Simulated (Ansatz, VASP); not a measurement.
One calculation of CdSe, two programs

```
Cd Se
1.0
     0.00000    3.08047    3.08047
     3.08047    0.00000    3.08047
     3.08047    3.08047    0.00000
Cd Se
1 1
Cartesian
  0.0000 0.0000 0.0000
  1.5402 1.5402 1.5402
```

Change from the starting cell: volume scaled by 1.01, crystal datasets.

Alike in both runs: task electric field gradients; functional PBE; k mesh 8 × 8 × 8; occupations fermi-dirac, width 0.03 eV; no spin polarisation.

```csv
,VASP,Ansatz
version,VASP 6.6.1,Ansatz 0.2.0
potentials or method,"VASP PAW PBE potentials, release 64 (Cd, Se), cutoff 520 eV","all-electron PAW with datasets made for the crystal, scalar-relativistic"
```

```tsv
	VASP	Ansatz	Ansatz less VASP
pressure (GPa)	1.1	0.8	-0.26
```

Ansatz ran all-electron here, and VASP with PAW potentials.
